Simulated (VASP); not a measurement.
The system is C.

```xyz
2
Lattice="1.7967 0.0000 0.0000 0.0000 2.2282 0.0000 0.0000 0.0000 1.8263" Properties=species:S:1:pos:R:3 pbc="T T T"
C     0.8983    0.0000    1.4896
C     0.0000    1.1141    0.3367
```

The cell was generated, and may not be a known phase.

| Property | Result |
| --- | --- |
| Program | VASP 6.6.1 |
| Task | relaxation of cell and atoms |
| Functional | PBE |
| Potentials or basis | VASP PAW PBE potentials, release 64 (C_h) |
| Cutoff | 1300 eV |
| k mesh | 10 × 8 × 10 |
| Occupations | gaussian, width 0.1 eV |
| Spin | no spin polarisation |

At the start: pressure 371.0 GPa; volume 3.66 Å³/atom.

Task: Where does the relaxation end?

Result: Over 40 steps the energy falls by 3794.4 meV/atom and the volume is 7.52 Å³/atom (+105.6 %); space group Pmmn (No. 59, to 0.1 Å) before, P4/mmm (No. 123, to 0.1 Å).

Step by step:
```
step  energy change (eV)  largest force (eV/Å)  pressure (GPa)  volume (Å³)
   1              0.0000                3.7802          370.99         7.31
   2             -4.7428                1.9543          -49.40        20.29
   3             -5.8835                3.5968          -25.57        14.18
   4             -5.8879                3.6810          -22.56        13.93
   5             -7.1066                1.5648          -28.15        13.66
   6             -7.1103                1.4286          -27.97        13.64
   7             -7.2843                1.5135           33.00        11.49
   8             -7.4600                0.2021            2.45        12.32
   9             -7.4746                0.1157           -3.28        12.54
  10             -7.4792                0.0086           -1.06        12.47
  11             -7.4797                0.0049            1.49        12.41
  12             -7.4798                0.0056            1.04        12.42
  13             -7.4807                0.0008            1.21        12.45
  14             -7.4858                0.0199            1.26        12.55
  15             -7.4983                0.0596            2.38        12.73
  16             -7.5068                0.1422            5.85        13.09
  17             -7.5178                0.3066           13.30        13.75
  18             -7.5220                0.2501           10.34        13.51
  19             -7.5222                0.2758           11.45        13.62
  20             -7.5208                0.2928           12.42        13.69
  21             -7.5218                0.2838           11.86        13.65
  22             -7.5218                0.2840           11.88        13.65
  23             -7.5219                0.2847           11.90        13.66
  24             -7.5221                0.2862           11.96        13.67
  25             -7.5223                0.2890           12.09        13.69
  26             -7.5225                0.2947           12.33        13.73
  27             -7.5229                0.2944           12.29        13.73
  28             -7.5238                0.2934           12.17        13.74
  29             -7.5257                0.2914           11.93        13.76
  30             -7.5293                0.2875           11.46        13.79
  31             -7.5363                0.2798           10.53        13.86
  32             -7.5486                0.2643            8.69        14.00
  33             -7.5675                0.2325            5.27        14.28
  34             -7.5850                0.1620           -0.61        14.84
  35             -7.5850                0.1577           -0.94        14.87
  36             -7.5861                0.1293           -0.83        14.90
  37             -7.5883                0.0434           -0.50        14.99
  38             -7.5869                0.1306            0.11        15.17
  39             -7.5887                0.0136           -0.33        15.05
  40             -7.5889                0.0050           -0.17        15.03
```

Final structure:
```yaml
crystal:
  lattice:
    - [2.29759, 0.00000, 0.00000]
    - [0.00000, 2.29715, 0.00000]
    - [0.00000, 0.00000, 2.84858]
  atoms:
    - { symbol: C, position: [0.50000, 0.00000, 0.99992] }
    - { symbol: C, position: [0.00000, 0.50000, 0.00008] }
```

Caveat: the volume moved by over 15 % at a fixed basis, so the end points are rough.
